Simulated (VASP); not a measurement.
**Al: relaxation of the atoms with r2SCAN**

The system is Al, a slab with vacuum.

```
Al
1.0
     2.82277    0.00000    0.00000
     0.00000    2.82277    0.00000
     0.00000    0.00000   26.97602
Al
7
Direct
  0.50000 0.50000 0.27802
  0.00000 0.00000 0.35202
  0.50000 0.50000 0.42601
  0.00000 0.00000 0.50000
  0.50000 0.50000 0.57399
  0.00000 0.00000 0.64798
  0.50000 0.50000 0.72198
```

| Item | Value |
| --- | --- |
| Program | VASP 6.6.1 |
| Task | relaxation of the atoms |
| Functional | r2SCAN |
| Potentials or basis | VASP PAW PBE potentials, release 64 (Al) |
| Cutoff | 520 eV |
| k mesh | 12 × 12 × 1 |
| Occupations | gaussian, width 0.1 eV |
| Spin | no spin polarisation |
| Dipole correction | yes |
| Further INCAR settings | ALGO = Normal; EDIFF = 1e-07; IBRION = 2; EDIFFG = -0.02; NSW = 80 |

| Quantity | Value |
| --- | --- |
| Energy gained by relaxing | 0.6 meV/atom |
| Ionic steps | 5 |
| Largest force after relaxing | 0.004 eV/Å |
| Band gap on the k mesh | zero (an odd number of electrons rules out a gap without spin polarisation) |

Forces on the atoms (eV/Å):
```
Al   0.000  0.000 -0.003
Al   0.000  0.000 -0.004
Al   0.000  0.000 -0.001
Al   0.000  0.000  0.000
Al   0.000  0.000  0.001
Al   0.000  0.000  0.004
Al   0.000  0.000  0.003
```

Step by step:
```tsv
step	energy change (eV)	largest force (eV/Å)	pressure (GPa)
1	0.0000	0.1398	-0.74
2	-0.0024	0.0770	-0.77
3	-0.0035	0.0379	-0.80
4	-0.0037	0.0271	-0.81
5	-0.0039	0.0041	-0.83
```

Final structure:
```
Al
1.0
     2.82277    0.00000    0.00000
     0.00000    2.82277    0.00000
     0.00000    0.00000   26.97602
Al
7
Direct
  0.50000 0.50000 0.27739
  0.00000 0.00000 0.35262
  0.50000 0.50000 0.42612
  0.00000 0.00000 0.50000
  0.50000 0.50000 0.57388
  0.00000 0.00000 0.64738
  0.50000 0.50000 0.72261
```

Levels at points of the mesh, in eV from the Fermi level:
| k point | band 8 | band 9 | band 10 | band 11 | band 12 | band 13 |
| --- | --- | --- | --- | --- | --- | --- |
| (0.00, 0.00, 0.00) | -2.56 | 0.31 | 2.38 | 3.85 | 4.77 | 4.87 |
| (0.50, 0.00, 0.00) | -4.27 | -3.06 | -2.94 | -1.41 | -1.11 | 0.54 |
| (0.50, 0.50, 0.00) | -1.50 | -1.05 | -0.90 | -0.60 | -0.60 | -0.44 |

It took 12 min on 4 MPI ranks on Oxide Virtual Turin-like Processor (shared host), peak memory 0.39 GiB a rank.

Caveat: the highest band is partly filled, so the run has too few bands; the PAW data sets were made with another functional, which shifts forces and pressure a little.
